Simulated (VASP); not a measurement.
Runs of VASP 6.6.1 on Mn. The structure is that of space group P6_3/mmc (No. 194), or close to it. The cells are those of the table. 

| cell | k mesh | gap on the mesh (eV) | pressure (GPa) |
| --- | --- | --- | --- |
| a = 2.455, b = 2.455, c = 7.918 Å, angles 90.0, 90.0, 120.0°, 4 atoms | 14 × 14 × 4 | none | -0.1 |
| a = 2.353, b = 2.353, c = 7.587 Å, angles 90.0, 90.0, 120.0°, 4 atoms | 16 × 16 × 5 | none | 52.2 |
| a = 2.422, b = 2.422, c = 7.811 Å, angles 90.0, 90.0, 120.0°, 4 atoms | 16 × 16 × 5 | none | 13.7 |
| a = 2.455, b = 2.455, c = 7.918 Å, angles 90.0, 90.0, 120.0°, 4 atoms | 16 × 16 × 5 | none | -0.1 |
| a = 2.388, b = 2.388, c = 7.701 Å, angles 90.0, 90.0, 120.0°, 4 atoms | 16 × 16 × 5 | none | (a) |

Alike in all rows: task single point; level PBEsol; potentials or basis VASP PAW PBE potentials, release 64 (Mn_pv); no spin polarisation; cutoff (eV) 520; smearing fermi-dirac 0.1 eV.

Estimate the missing entries.

(a) 30.9.

Caveats: the PAW data sets were made with another functional, which shifts forces and pressure a little; the run has no spin polarisation, though such a crystal can be magnetic.

A gap of «none» marks levels without a gap at the run's occupations.
